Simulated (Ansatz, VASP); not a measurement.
SnS2: VASP beside Ansatz

```xyz
3
Lattice="3.6510 0.0000 0.0000 -1.8255 3.1619 0.0000 0.0000 0.0000 6.0616" Properties=species:S:1:pos:R:3 pbc="T T T"
Sn    0.0000    0.0000    0.0000
S     0.0000    2.1079    1.4739
S     1.8255    1.0540    4.5877
```

Alike in both runs: functional PBEsol; k mesh 12 × 12 × 6; occupations gaussian, width 0.02 eV; no spin polarisation.

Ansatz relaxed the structure, and its values are those at the end. VASP's run is a single point on that final structure, the one shown.

|  | VASP | Ansatz |
| --- | --- | --- |
| version | VASP 6.6.1 | Ansatz 0.2.0 |
| potentials or method | VASP PAW PBE potentials, release 64 (Sn_d, S), cutoff 500 eV | scalar-relativistic, plane waves, PAW |
| valence electrons in the cell | 26 | 26 |

```csv
,VASP,Ansatz,Ansatz less VASP
gap on the k mesh at the Fermi level (eV),1.44,1.44,0.000
least direct gap on the mesh (eV),1.84,1.83,-0.002
pressure (GPa),-0.1,0.0,+0.07
```

VASP's potentials were made for PBE, not for PBEsol. The functional is the same, so the differences come from potentials, cutoffs and numerics.
